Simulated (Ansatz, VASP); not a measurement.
# P in VASP and in Ansatz

File POSCAR:

```
P
1.0
    2.4851499497      0.0000000000      0.0000000000
    0.0000000000      2.4851499497      0.0000000000
    0.0000000000      0.0000000000      2.4851499497
P
1
Direct
    0.0000000000      0.0000000000      0.0000000000
```

The input INCAR.step1:

```
PREC = Accurate
ENCUT = 520
ISMEAR = 0
SIGMA = 0.1
LREAL = False
LASPH = True
NELM = 60
NBANDS = 8
GGA = PE
ALGO = Normal
EDIFF = 1E-4
LWAVE = True
LCHARG = False
```

INCAR.step2

```
PREC = Accurate
ENCUT = 520
EDIFF = 1E-6
ISMEAR = 0
SIGMA = 0.1
LREAL = False
LASPH = True
NELM = 60
ALGO = Normal
ISIF = 2
LWAVE = False
LCHARG = True
METAGGA = R2SCAN
LMIXTAU = True
LELF = True
LVHAR = True
NBANDS = 8
ISTART = 1
```

The input KPOINTS:

```
Automatic mesh
0
Gamma
  18 18 18
```

Input for Ansatz:

```yaml
crystal:
  lattice:
    - [2.4851499497, 0.0, 0.0]
    - [0.0, 2.4851499497, 0.0]
    - [0.0, 0.0, 2.4851499497]
  atoms:
    - { symbol: P, position: [0.0, 0.0, 0.0] }
basis:
  ecutwfc: 500
kpoints:
  mp_grid: { grid: [18, 18, 18] }
hamiltonian:
  xc: r2scan
scf:
  occupations: { method: gaussian, width: 0.1 }
output:
  forces: true
  stress: true
  eigenvalues: true
```

Alike in both runs: task single point; functional r2SCAN; k mesh 18 × 18 × 18; occupations gaussian, width 0.1 eV; no spin polarisation.

|  | VASP | Ansatz |
| --- | --- | --- |
| version | VASP 6.6.1 | Ansatz 0.2.0 |
| potentials or method | VASP PAW PBE potentials, release 64 (P), cutoff 520 eV | scalar-relativistic, plane waves, PAW |
| valence electrons in the cell | 5 | 5 |

|  | VASP | Ansatz | Ansatz less VASP |
| --- | --- | --- | --- |
| gap on the k mesh at the Fermi level (eV) | none | none | - |
| pressure (GPa) | -6.4 | -6.0 | +0.34 |

VASP's potentials were made for PBE, not for r2SCAN. A gap of «none» marks a metal or a gap that the smearing closes.
